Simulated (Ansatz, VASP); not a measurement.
## One calculation of CoO, two programs

```
Co O
1.0
     0.00000    2.02318    2.02318
     2.02318    0.00000    2.02318
     2.02318    2.02318    0.00000
Co O
1 1
Direct
  0.00000 0.00000 0.00000
  0.50000 0.50000 0.50000
```

Alike in both runs: task single point; functional PBE; k mesh 14 × 14 × 14; occupations gaussian, width 0.05 eV; no spin polarisation.

```csv
,VASP,Ansatz
version,VASP 6.6.1,Ansatz 0.2.0
potentials or method,"VASP PAW PBE potentials, release 64 (Co, O), cutoff 520 eV","scalar-relativistic, plane waves, PAW"
valence electrons in the cell,15,23
```

```tsv
	VASP	Ansatz	Ansatz less VASP
gap on the k mesh at the Fermi level (eV)	none	none	-
pressure (GPa)	10.2	10.2	-0.08
```

A gap of «none» marks a metal or a gap that the smearing closes. VASP's potentials hold 15 valence electrons a cell and Ansatz's 23, so a difference there can come from the potentials and not from the codes.
